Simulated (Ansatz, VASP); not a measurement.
# Re in VASP and in Ansatz

File INCAR:

```
SYSTEM = Re
PREC = Accurate
ENCUT = 560
EDIFF = 1E-6
ISMEAR = -1
SIGMA = 0.05
LREAL = .FALSE.
LASPH = .TRUE.
NELM = 120
ALGO = Normal
ISIF = 2
LWAVE = .FALSE.
LCHARG = .FALSE.
NBANDS = 22
GGA_COMPAT = .FALSE.
```

The input KPOINTS:

```
regular mesh
0
G
  6 6 4
  0 0 0
```

The input POSCAR:

```
Re
1.0
    2.7608000000      0.0000000000      0.0000000000
   -1.3804000000      2.3909229348      0.0000000000
    0.0000000000      0.0000000000      4.4582000000
Re
2
Direct
    0.6666666667      0.3333333333      0.7500000000
    0.3333333333      0.6666666667      0.2500000000
```

input.yaml

```yaml
crystal:
  lattice:
    - [2.7608, 0.0, 0.0]
    - [-1.3804, 2.3909229348, 0.0]
    - [0.0, 0.0, 4.4582]
  atoms:
    - { symbol: Re, position: [0.6666666667, 0.3333333333, 0.75] }
    - { symbol: Re, position: [0.3333333333, 0.6666666667, 0.25] }
hamiltonian:
  xc: lda
  pseudopotentials: { kind: paw }
kpoints:
  mp_grid: { grid: [6, 6, 4] }
  band_path:
    path:
      - [[0.0, 0.0, 0.0], [0.5, 0.0, 0.0], [0.3333333333, 0.3333333333, 0.0], [0.0, 0.0, 0.0], [0.0, 0.0, 0.5], [0.5, 0.0, 0.5], [0.3333333333, 0.3333333333, 0.5], [0.0, 0.0, 0.5]]
      - [[0.5, 0.0, 0.5], [0.5, 0.0, 0.0]]
      - [[0.3333333333, 0.3333333333, 0.0], [0.3333333333, 0.3333333333, 0.5]]
    npoints: 14
scf:
  occupations: { method: fermi_dirac, width: 0.05 }
  n_extra_bands: 6
output:
  forces: true
  stress: true
  eigenvalues: true
  fatbands: true
```

Alike in both runs: functional LDA; k mesh 6 × 6 × 4; occupations fermi-dirac, width 0.05 eV; no spin polarisation.

```csv
,VASP,Ansatz
version,VASP 6.6.1,Ansatz 0.2.0
potentials or method,"VASP PAW LDA potentials, release 64 (Re_sv_GW)",Ansatz PAW
plane-wave cutoff (eV),560,420
valence electrons in the cell,30,30
task,single point,band structure
```

Ansatz gave:

- gap on the k mesh at the Fermi level (eV): none
- pressure (GPa): -9.4
- traceless stress, the component that is largest in VASP (GPa): 0.85

Question: Estimate VASP's values.

Answer: gap on the k mesh at the Fermi level (eV): none; pressure (GPa): -9.5; traceless stress, the component that is largest in VASP (GPa): 0.88.

LDA's correlation is that of Perdew and Zunger in VASP and of Perdew and Wang (1992) in Ansatz. A gap of «none» marks a metal or a gap that the smearing closes.

The k mesh is coarse, so the values compare programs but aren't converged. Neither program's run includes spin-orbit coupling.
